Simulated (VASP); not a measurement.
# Li (P6_3/mmc) in VASP: further runs, part 2 of 2

VASP 6.6.1.

## 3. Single point, PBE (volume scaled by 1.12)

The input, INCAR:

```
ALGO     = Normal         # electronic algorithm
EDIFF    = 1E-6           # SCF threshold, eV
ENCUT    = 520            # plane-wave cutoff, eV
GGA      = PE             # functional
ISIF     = 2              # what is computed and relaxed
ISMEAR   = -1             # smearing method
LASPH    = True           # aspherical terms in the spheres
LCHARG   = False          # write CHGCAR
LREAL    = False          # projectors in reciprocal space
LWAVE    = False          # write WAVECAR
NBANDS   = 10             # bands
NELM     = 60             # most SCF steps
PREC     = Accurate       # precision mode
SIGMA    = 0.1            # smearing width, eV
```

The input, KPOINTS:

```
k-points
0
Gamma
  13 13 7
```

The input, POSCAR:

```
Li
1.0
    3.1758496535      0.0000000000      0.0000000000
   -1.5879248268      2.7503664785      0.0000000000
    0.0000000000      0.0000000000      5.1805598527
Li
2
Direct
    0.3333333333      0.6666666667      0.2500000000
    0.6666666667      0.3333333333      0.7500000000
```

Potentials or basis: VASP PAW PBE potentials, release 64 (Li_sv).

The run is started by

```console
> cat potpaw_PBE.64/Li_sv/POTCAR > POTCAR
> mpirun -np 1 vasp_std > vasp.out
```

OUTCAR:

```text
EDIFF = 1E-6
   ENCUT = 520
   GGA = PE
   ISIF = 2
   ISMEAR = -1
   LASPH = True
   LREAL = False
   NELM = 60
   PREC = Accurate

 ion  position               nearest neighbor table
   1  0.333  0.667  0.250-
   2  0.667  0.333  0.750-

  LATTYP: Found a hexagonal cell.
 ALAT       =     3.1758496535
 C/A-ratio  =     1.6312358638

  Lattice vectors:

 A1 = (   3.1758496535,   0.0000000000,   0.0000000000)
 A2 = (  -1.5879248268,   2.7503664785,   0.0000000000)
 A3 = (   0.0000000000,   0.0000000000,   5.1805598527)

Analysis of symmetry for initial positions (statically):
=====================================================================
 Subroutine PRICEL returns:
 Original cell was already a primitive cell.

 Routine SETGRP: Setting up the symmetry group for a
 hexagonal supercell.

 Subroutine GETGRP returns: Found 24 space group operations
 (whereof 12 operations were pure point group operations)
 out of a pool of 24 trial point group operations.

The static configuration has the point symmetry D_3d.
 The point group associated with its full space group is D_6h.

Analysis of symmetry for dynamics (positions and initial velocities):
=====================================================================
 Subroutine PRICEL returns:
 Original cell was already a primitive cell.

 Routine SETGRP: Setting up the symmetry group for a
 hexagonal supercell.

 Subroutine GETGRP returns: Found 24 space group operations
 (whereof 12 operations were pure point group operations)
 out of a pool of 24 trial point group operations.

The dynamic configuration has the point symmetry D_3d.
 The point group associated with its full space group is D_6h.

 Subroutine INISYM returns: Found 24 space group operations
 (whereof 12 operations are pure point group operations),
 and found     1 'primitive' translations

----------------------------------------------------------------------------------------

[... 106 lines left out ...]
   EFERMI =   0.00;   METHOD = LEGACY
   ISMEAR =    -1;   SIGMA  =   0.10  broadening in eV -4-tet -1-fermi 0-gaus
   EFERMI_NEDOS =   21; number of points for ismear=-14 and -15
   IALGO  =     38    algorithm
   IMIX   =      4    mixing-type and parameters
     AMIX     =   0.40;   BMIX     =  1.00
     AMIX_MAG =   1.60;   BMIX_MAG =  1.00
  volume/ion in A,a.u.               =      22.63       152.68
  Fermi-wavevector in a.u.,A,eV,Ry     =   0.834801  1.577545  9.481796  0.696892
  Thomas-Fermi vector in A             =   1.948253
   LORBIT       =      0    0 simple, 1 ext, 2 COOP (PROOUT), +10 PAW based schemes
   GGA     = PE    functional components
[... 5 lines left out ...]
 non-spin polarized calculation
  energy-cutoff  :      520.00
  volume of cell :       45.25
 maximum number of plane-waves:      1238
 NGX is ok and might be reduce to    24
   NGX = 11   NGY = 11   NGZ = 19

 number of electron       6.0000009 magnetization

 Free energy of the ion-electron system (eV)
  ---------------------------------------------------
  ext. energy  EPLUGINS =         0.00000000
  ---------------------------------------------------
  free energy    TOTEN  =        -3.80758269 eV

  energy without entropy =       -3.77265857  energy(sigma->0) =       -3.79012063

 E-fermi :   0.3243     XC(G=0):  -6.7822

 val. band max:        0.3052835370   @ k =   0.1538   0.0000   0.1429
 cond. band min:       0.3309613676   @ k =   0.3077   0.2308   0.1429
 fundamental gap:      0.0256778306
 Fermi energy:         0.3243016663

 k-point     1 :       0.0000    0.0000    0.0000
  band No.  band energies     occupation
      1     -46.3881      2.00000
      2     -46.3767      2.00000
      3      -3.0824      2.00000
      4       0.3654      0.79722
      5       2.9229      0.00000
      6      11.8491      0.00000
      7      11.8492      0.00000
      8      13.1597      0.00000
      9      13.1598      0.00000
     10      13.7292      0.00000
[... 287 lines left out ...]
 k-point    24 :       0.1538    0.0000    0.1429
  band No.  band energies     occupation
      1     -46.3853      2.00000
      2     -46.3760      2.00000
      3      -2.6332      2.00000
      4       0.3053      1.09481
      5       3.7974      0.00000
      6       9.2335      0.00000
      7      10.4045      0.00000
      8      12.3770      0.00000
      9      12.5428      0.00000
     10      13.2222      0.00000

 [... further k-points ...]
[... 5 lines left out ...]
  --------------------------------------------------------------------------------------
  -------------------------------------------------------------------------------------
  Total       -0.3889163     -0.3889163     -0.3447305      0.0000000     -0.0000000     -0.0000000
  in kB      -13.7701788    -13.7701788    -12.2057124      0.0000000     -0.0000000     -0.0000000
  external PRESSURE =     -13.2486900 kB  Pullay stress =       0.0000000 kB

 VOLUME and BASIS-vectors are now :
 -----------------------------------------------------------------------------
  energy-cutoff  :      520.00
  volume of cell :       45.25
      direct lattice vectors                 reciprocal lattice vectors
     3.175849653  0.000000000  0.000000000     0.314876367  0.181793955  0.000000000
    -1.587924827  2.750366479  0.000000000     0.000000000  0.363587910  0.000000000
     0.000000000  0.000000000  5.180559853     0.000000000  0.000000000  0.193029331

 POSITION                                       TOTAL-FORCE (eV/Angst)
 -----------------------------------------------------------------------------------
     -0.00000      1.83358      1.29514         0.000000      0.000000      0.000000
      1.58792      0.91679      3.88542        -0.000000      0.000000      0.000000
 -----------------------------------------------------------------------------------
    total drift:                               -0.000000      0.000000      0.000000

  FREE ENERGIE OF THE ION-ELECTRON SYSTEM (eV)
  ---------------------------------------------------
  free  energy   TOTEN  =        -3.8075826927 eV

  energy  without entropy=       -3.7726585687  energy(sigma->0) =       -3.79012063
```

It took 31 s on 1 thread of Intel Xeon 6975P-C, shared host; peak memory 0.16 GiB.

What came out:

| Property | Result |
| --- | --- |
| Free energy | -3.8076 eV |
| Band gap on the k mesh | zero (band 3 reaches 1.87 eV, above the bottom of band 4 at -1.69 eV) |

Levels at points of the mesh, in eV from the Fermi level:
```csv
k point,band 1,band 2,band 3,band 4,band 5,band 6,band 7,band 8
"(0.00, 0.00, 0.00)",-46.71,-46.70,-3.41,0.04,2.60,11.52,11.52,12.84
```

Caveat: the cell differs from its parent crystal (volume scaled by 1.12); the cutoff is under 1.25 times the usual one of these potentials, so pressure, stress and relaxed cells hold a basis-set (Pulay) error.

## 4. Single point, PBE

This run uses another cell than the first one, of 20.20 Å³/atom, 0.926 times its volume.

The input, INCAR:

```
ALGO = Normal ; EDIFF = 1E-6
ENCUT = 520 ; GGA = PE
ISIF = 2 ; ISMEAR = -1
LASPH = T ; LCHARG = F
LREAL = F ; LWAVE = F
NBANDS = 10 ; NELM = 100
PREC = Accurate ; SIGMA = 0.1
```

The input, KPOINTS:

```
k-points
0
Gamma
  19 19 11
```

The input, POSCAR:

```
Li
1.0
    3.0581158025      0.0000000000      0.0000000000
   -1.5290579013      2.6484059727      0.0000000000
    0.0000000000      0.0000000000      4.9885081726
Li
2
Direct
    0.3333333333      0.6666666667      0.2500000000
    0.6666666667      0.3333333333      0.7500000000
```

The run is started by

```console
> cat potpaw_PBE.64/Li_sv/POTCAR > POTCAR
> mpirun -np 1 vasp_std > vasp.out
```

Wall time 70 s (1 thread of Intel Xeon 6975P-C, shared host); peak memory 0.2 GiB.

Results (log left out):

| Item | Value |
| --- | --- |
| Free energy | -3.8280 eV |
| Band gap on the k mesh | zero (band 3 reaches 2.52 eV, above the bottom of band 4 at -1.60 eV) |

Levels at points of the mesh, in eV from the Fermi level:
| k point | band 1 | band 2 | band 3 | band 4 | band 5 | band 6 | band 7 | band 8 |
| --- | --- | --- | --- | --- | --- | --- | --- | --- |
| (0.00, 0.00, 0.00) | -46.51 | -46.50 | -3.56 | 0.00 | 2.95 | 12.48 | 12.48 | 13.88 |

Caveat: the cutoff is under 1.25 times the usual one of these potentials, so pressure, stress and relaxed cells hold a basis-set (Pulay) error.

## 5. Overview

```tsv
cell	k mesh	gap on the mesh (eV)
a = 3.138, b = 3.138, c = 5.118 Å, angles 90.0, 90.0, 120.0°, 2 atoms	13 × 13 × 7	none
a = 3.176, b = 3.176, c = 5.181 Å, angles 90.0, 90.0, 120.0°, 2 atoms	13 × 13 × 7	none
a = 3.058, b = 3.058, c = 4.989 Å, angles 90.0, 90.0, 120.0°, 2 atoms	19 × 19 × 11	none
```

Alike in all rows: task single point; level PBE; potentials or basis VASP PAW PBE potentials, release 64 (Li_sv); no spin polarisation; cutoff (eV) 520; smearing fermi-dirac 0.1 eV.

Caveats: the cutoff is under 1.25 times the usual one of these potentials, so pressure, stress and relaxed cells hold a basis-set (Pulay) error.

Absolute energies hang on the potentials; compare differences alone.
